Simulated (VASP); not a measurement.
**CaZnC6N6: single point with PBE**

The system is CaZnC6N6.

```xyz
14
Lattice="0.0000 5.2970 5.2970 5.2970 0.0000 5.2970 5.2970 5.2970 0.0000" Properties=species:S:1:pos:R:3 pbc="T T T"
Ca    5.2970    5.2970    5.2970
Zn    0.0000    0.0000    0.0000
C     1.9170    5.2970    5.2970
C     5.2970    1.9170    5.2970
C     5.2970    5.2970    1.9170
C     8.6770    5.2970    5.2970
C     5.2970    8.6770    5.2970
C     5.2970    5.2970    8.6770
N     3.0870    5.2970    5.2970
N     5.2970    3.0870    5.2970
N     5.2970    5.2970    3.0870
N     7.5070    5.2970    5.2970
N     5.2970    7.5070    5.2970
N     5.2970    5.2970    7.5070
```

```json
{
 "Program": "VASP 6.6.1",
 "Task": "single point",
 "Functional": "PBE",
 "Potentials or basis": "VASP PAW PBE potentials, release 64 (Ca_sv, Zn, C, N)",
 "Cutoff": "520 eV",
 "k mesh": "4 × 4 × 4",
 "Occupations": "gaussian, width 0.1 eV",
 "Spin": "no spin polarisation",
 "Dipole correction": "no",
 "Further INCAR settings": "ALGO = Normal; EDIFF = 1e-06; NBANDS = 51"
}
```

The pressure is 8.9 GPa, the largest force is 2.307 eV/Å and the band gap on the k mesh is zero (bands 38 and 39 overlap by 0.13 eV).

Forces on the atoms (eV/Å):
```
Ca   0.000  0.000  0.000
Zn   0.000  0.000  0.000
C    2.307  0.000  0.000
C    0.000  2.307  0.000
C    0.000  0.000  2.307
C   -2.307  0.000  0.000
C    0.000 -2.307  0.000
C    0.000  0.000 -2.307
N   -2.077  0.000  0.000
N    0.000 -2.077  0.000
N    0.000  0.000 -2.077
N    2.077  0.000  0.000
N    0.000  2.077  0.000
N    0.000  0.000  2.077
```

Levels at points of the mesh, in eV from the Fermi level:
| k point | band 35 | band 36 | band 37 | band 38 | band 39 | band 40 | band 41 | band 42 |
| --- | --- | --- | --- | --- | --- | --- | --- | --- |
| (0.00, 0.00, 0.00) | -1.95 | -1.95 | -1.95 | -0.06 | -0.06 | 3.55 | 3.55 | 3.55 |
| (0.50, 0.00, 0.00) | -2.15 | -1.99 | -1.99 | 0.07 | 0.07 | 4.25 | 4.43 | 4.43 |
| (0.50, 0.50, 0.00) | -2.00 | -1.95 | -1.86 | -0.12 | -0.05 | 3.57 | 4.77 | 4.77 |

Run time: 4.7 min on 1 thread of AMD EPYC 7R13, with other jobs on the host, peak memory 0.47 GiB.

Caveat: the cell stands under pressure; forces of over 1 eV/Å act on the atoms, so gaps and moduli don't describe the material at rest.
